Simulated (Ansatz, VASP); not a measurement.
# AlN in VASP and in Ansatz

```
Al N
1.0
    -3.11369    0.00000    0.00000
     0.00000    5.39307    0.00000
     1.55685   -2.69654   -4.98342
Al N
4 4
Direct
  0.99895 0.33670 0.99789
  0.49954 0.82846 0.99909
  0.24806 0.91437 0.49611
  0.75044 0.41746 0.50087
  0.81999 0.15224 0.63998
  0.29652 0.63094 0.59304
  0.05825 0.68320 0.11651
  0.55825 0.26664 0.11651
```

Change from the starting cell: mode 23 (716.9 1/cm) frozen in, largest displacement +0.225 Å.

Alike in both runs: task single point; functional PBEsol; k mesh 8 × 8 × 8; occupations gaussian, width 0.05 eV; no spin polarisation.

|  | VASP | Ansatz |
| --- | --- | --- |
| version | VASP 6.6.1 | Ansatz 0.2.0 |
| potentials or method | VASP PAW PBE potentials, release 64 (Al, N), cutoff 600 eV | scalar-relativistic, plane waves, PAW |
| valence electrons in the cell | 32 | 32 |

Ansatz gave:

* gap on the k mesh at the Fermi level (eV): 3.64
* least direct gap on the mesh (eV): 3.64
* pressure (GPa): 5.9
* traceless stress, the component that is largest in VASP (GPa): -3.89
* rms of the force components (eV/Å): 2.281

**Question.** Estimate VASP's values.

**Answer.** gap on the k mesh at the Fermi level (eV): 3.65; least direct gap on the mesh (eV): 3.65; pressure (GPa): 5.9; traceless stress, the component that is largest in VASP (GPa): -3.96; rms of the force components (eV/Å): 2.303.

VASP's potentials were made for PBE, not for PBEsol. Atom by atom the forces differ by 0.024 eV/Å (rms over components). The functional is the same, so the differences come from potentials, cutoffs and numerics.
